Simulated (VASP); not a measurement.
Input of a VASP 6.6.1 run:

The input INCAR:

```
ALGO = Normal ; EDIFF = 1E-6
ENCUT = 520 ; GGA = PE
ISIF = 2 ; ISMEAR = 1
LASPH = True ; LCHARG = False
LREAL = False ; LWAVE = False
NBANDS = 16 ; NELM = 80
PREC = Accurate ; SIGMA = 0.1
```

The input KPOINTS:

```
k-points
0
Gamma
  11 11 9
```

Contents of POSCAR:

```
TiB2
1.0
    3.0037433343      0.0000000000      0.0000000000
   -1.5018716671      2.6013139157      0.0000000000
    0.0000000000      0.0000000000      3.2012693055
Ti B
1 2
Direct
    0.0000000000      0.0000000000      0.0000000000
    0.3333333333      0.6666666667      0.5000000000
    0.6666666667      0.3333333333      0.5000000000
```

Potentials or basis: VASP PAW PBE potentials, release 64 (Ti_sv, B).

Command:

```sh
$ cat potpaw_PBE.64/Ti_sv/POTCAR potpaw_PBE.64/B/POTCAR > POTCAR
$ mpirun -np 1 vasp_std > vasp.out
```

(1) Predict the pressure.

(2) Estimate the band gap on the k mesh.

Answers

(1) 7.3 GPa.

(2) zero (band 9 reaches 10.47 eV, above the bottom of band 10 at 10.01 eV).
